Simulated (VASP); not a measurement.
MgO:

```
Mg O
1.0
     2.92306    0.00000    0.00000
    -1.46153    2.53144    0.00000
     0.00000    0.00000    5.09210
Mg O
2 2
Direct
  0.00000 0.00000 0.00000
  0.00000 0.00000 0.50000
  0.33333 0.66667 0.25000
  0.66667 0.33333 0.75000
```

Base run:

```yaml
Program: VASP 6.6.1
Functional: r2SCAN
Potentials_or_basis: VASP PAW PBE potentials, release 64 (Mg, O)
Cutoff: 520 eV
k_mesh: 9 × 9 × 4
Occupations: gaussian, width 0.01 eV
Spin: no spin polarisation
```

Its results: band gap on the k mesh 5.31 eV, direct; pressure -1.1 GPa.

Q: The run is repeated on the same cell with these changes: functional from r2SCAN to PBE. What comes out?

A: Band gap on the k mesh 4.45 eV, direct; pressure 5.0 GPa.

r2SCAN gives the wider gap, since meta-GGAs in the generalised Kohn-Sham scheme recover part of the derivative discontinuity.

Caveats: the PAW data sets were made with another functional, which shifts forces and pressure a little (some runs).

